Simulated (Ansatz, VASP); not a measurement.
**SnSe in VASP and in Ansatz**

Contents of INCAR:

```
PREC = Accurate
ENCUT = 520
EDIFF = 1E-7
ISMEAR = 0
SIGMA = 0.05
LREAL = False
LASPH = True
NELM = 60
ALGO = Normal
ISIF = 2
LWAVE = False
LCHARG = True
GGA = PE
LELF = True
LVHAR = True
NBANDS = 17
```

Contents of KPOINTS:

```
Automatic mesh
0
Gamma
  10 10 10
```

File POSCAR:

```
SnSe
1.0
    0.0000000000      3.0738722000      3.0738722000
    3.0738722000      0.0000000000      3.0738722000
    3.0738722000      3.0738722000      0.0000000000
Sn Se
1 1
Direct
    0.0000000000      0.0000000000      0.0000000000
    0.5000000000      0.5000000000      0.5000000000
```

Input for Ansatz:

```yaml
crystal:
  lattice:
    - [0.0, 3.0738722, 3.0738722]
    - [3.0738722, 0.0, 3.0738722]
    - [3.0738722, 3.0738722, 0.0]
  atoms:
    - { symbol: Sn, position: [0.0, 0.0, 0.0] }
    - { symbol: Se, position: [0.5, 0.5, 0.5] }
basis:
  ecutwfc: 420
kpoints:
  mp_grid: { grid: [10, 10, 10] }
hamiltonian:
  xc: pbe
scf:
  occupations: { method: gaussian, width: 0.05 }
output:
  forces: true
  stress: true
  eigenvalues: true
```

Alike in both runs: task single point; functional PBE; k mesh 10 × 10 × 10; occupations gaussian, width 0.05 eV; no spin polarisation.

|  | VASP | Ansatz |
| --- | --- | --- |
| version | VASP 6.6.1 | Ansatz 0.2.0 |
| potentials or method | VASP PAW PBE potentials, release 64 (Sn_d, Se), cutoff 520 eV | scalar-relativistic, plane waves, PAW |
| valence electrons in the cell | 20 | 30 |

```tsv
	VASP	Ansatz	Ansatz less VASP
gap on the k mesh at the Fermi level (eV)	0.32	0.32	-0.001
least direct gap on the mesh (eV)	0.32	0.32	-0.001
pressure (GPa)	-1.9	-1.9	+0.01
```

VASP's potentials hold 20 valence electrons a cell and Ansatz's 30, so a difference there can come from the potentials and not from the codes.
